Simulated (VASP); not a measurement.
A run of VASP 6.6.1 is set up as follows.

The input INCAR:

```
SYSTEM = HfZr2Se6
PREC     = Accurate       ! precision mode
ENCUT    = 600            ! plane-wave cutoff, eV
EDIFF    = 1E-6           ! SCF threshold, eV
ISMEAR   = 0              ! smearing method
SIGMA    = 0.02           ! smearing width, eV
LREAL    = .False.        ! projectors in reciprocal space
LASPH    = .True.         ! aspherical terms in the spheres
NELM     = 60             ! most SCF steps
ALGO     = Normal         ! electronic algorithm
ISIF     = 3              ! what is computed and relaxed
LWAVE    = .False.        ! write WAVECAR
LCHARG   = .False.        ! write CHGCAR
GGA      = PE             ! functional
IBRION   = 2              ! ionic algorithm
NSW      = 100            ! ionic steps
EDIFFG   = -0.01          ! ionic threshold
```

KPOINTS

```
regular mesh
0
Gamma
  6 6 6
  0 0 0
```

The input POSCAR:

```
HfZr2Se6
1.0
    6.5635658000      0.0000000000      0.0000000000
   -3.2817829000      5.6842147000      0.0000000000
    0.0000000000      0.0000000000      6.9411878000
Zr Hf Se
2 1 6
Direct
    0.3333333000      0.6666667000      0.0000000000
    0.6666667000      0.3333333000      0.0000000000
    0.0000000000      0.0000000000      0.0000000000
    0.3311370000      0.0000000000      0.2277860000
    0.0000000000      0.3311370000      0.2277860000
    0.6688630000      0.6688630000      0.2277860000
    0.6688630000      0.0000000000      0.7722140000
    0.3311370000      0.3311370000      0.7722140000
    0.0000000000      0.6688630000      0.7722140000
```

Potentials or basis: VASP PAW PBE potentials, release 64 (Zr_sv, Hf_pv, Se).

Launch:

```sh
$ cat potpaw_PBE.64/Zr_sv/POTCAR potpaw_PBE.64/Hf_pv/POTCAR potpaw_PBE.64/Se/POTCAR > POTCAR
$ mpirun -np 1 vasp_std > vasp.out
```

Question: What does it give for the relaxed cell?

Answer: a = 6.563 Å, b = 6.563 Å, c = 6.940 Å, α = 90.00°, β = 90.00°, γ = 120.00°.

Question: What does it give for the band gap on the k mesh?

Answer: 0.45 eV (least direct gap 1.21 eV).

Question: Predict the relaxed volume.

Answer: 28.77 Å³/atom.

Final structure:
```
Zr Hf Se
1.0
     6.56299    0.00000    0.00000
    -3.28150    5.68372    0.00000
     0.00000    0.00000    6.94035
Zr Hf Se
2 1 6
Direct
  0.33333 0.66667 0.00000
  0.66667 0.33333 0.00000
  0.00000 0.00000 0.00000
  0.33065 0.00000 0.22779
  0.00000 0.33065 0.22779
  0.66935 0.66935 0.22779
  0.66935 0.00000 0.77221
  0.33065 0.33065 0.77221
  0.00000 0.66935 0.77221
```

Caveat: semilocal functionals underestimate gaps, and a narrow one can read as zero; spin-orbit coupling is left out, which moves the levels of the heavy elements; this functional lacks dispersion, which binds layers or chains, so the pressure and a relaxed spacing across them are unreliable. A k mesh can miss the band edges.
